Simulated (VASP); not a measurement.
Runs of VASP 6.6.1 on Pt. The structure is that of space group P6/mmm (No. 191), or close to it. The cells are those of the table. 

```tsv
cell	gap on the mesh (eV)	pressure (GPa)
a = 4.679, b = 4.679, c = 2.790 Å, angles 90.0, 90.0, 120.0°, 3 atoms	none	-13.7
a = 4.736, b = 4.736, c = 2.824 Å, angles 90.0, 90.0, 120.0°, 3 atoms	none	(a)
a = 4.436, b = 4.436, c = 2.645 Å, angles 90.0, 90.0, 120.0°, 3 atoms	none	22.0
a = 4.370, b = 4.370, c = 2.606 Å, angles 90.0, 90.0, 120.0°, 3 atoms	none	38.4
a = 4.621, b = 4.621, c = 2.755 Å, angles 90.0, 90.0, 120.0°, 3 atoms	none	(b)
```

Alike in all rows: task single point; level RPBE; potentials or basis VASP PAW PBE potentials, release 64 (Pt); no spin polarisation; k mesh 9 × 9 × 13; cutoff (eV) 520; smearing fermi-dirac 0.1 eV.

Fill in the values left out.

(a) -18.0; (b) -8.0.

Caveats: the PAW data sets were made with another functional, which shifts forces and pressure a little; spin-orbit coupling is left out, which moves the levels of the heavy elements.

A k mesh can miss the band edges, and the runs leave out spin-orbit coupling on Pt.

A gap of «none» marks levels without a gap at the run's occupations.
